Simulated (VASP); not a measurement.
# Br: single point with PBEsol

The system is Br.

```
Br
1.0
    -1.60156    1.60156    1.60156
     1.60156   -1.60156    1.60156
     1.60156    1.60156   -1.60156
Br
1
Direct
  0.00000 0.00000 0.00000
```

This cell differs from its parent crystal: volume scaled by 0.68.

```yaml
Program: VASP 6.6.1
Task: single point
Functional: PBEsol
Potentials_or_basis: VASP PAW PBE potentials, release 64 (Br)
Cutoff: 520 eV
k_mesh: 16 × 16 × 16
Occupations: fermi-dirac, width 0.05 eV
Spin: no spin polarisation
```

| Property | Result |
| --- | --- |
| Pressure | 41.7 GPa |

Levels at points of the mesh, in eV from the Fermi level:
```csv
k point,band 2,band 3,band 4,band 5,band 6,band 7
"(0.00, 0.00, 0.00)",1.89,1.89,1.89,11.97,12.71,12.71
"(0.50, 0.00, 0.00)",-9.04,-1.46,0.95,6.65,8.13,18.69
"(0.50, 0.50, 0.50)",-5.15,-5.15,-5.15,3.31,3.31,24.34
```

It took 5.7 s on 1 thread of Intel(R) Xeon(R) 6975P-C (Granite Rapids), with other jobs on the host, peak memory 0.14 GiB.

Caveat: the PAW data sets were made with another functional, which shifts forces and pressure a little; an odd number of electrons without spin polarisation forces a metal; a magnetic or distorted state may lie lower.
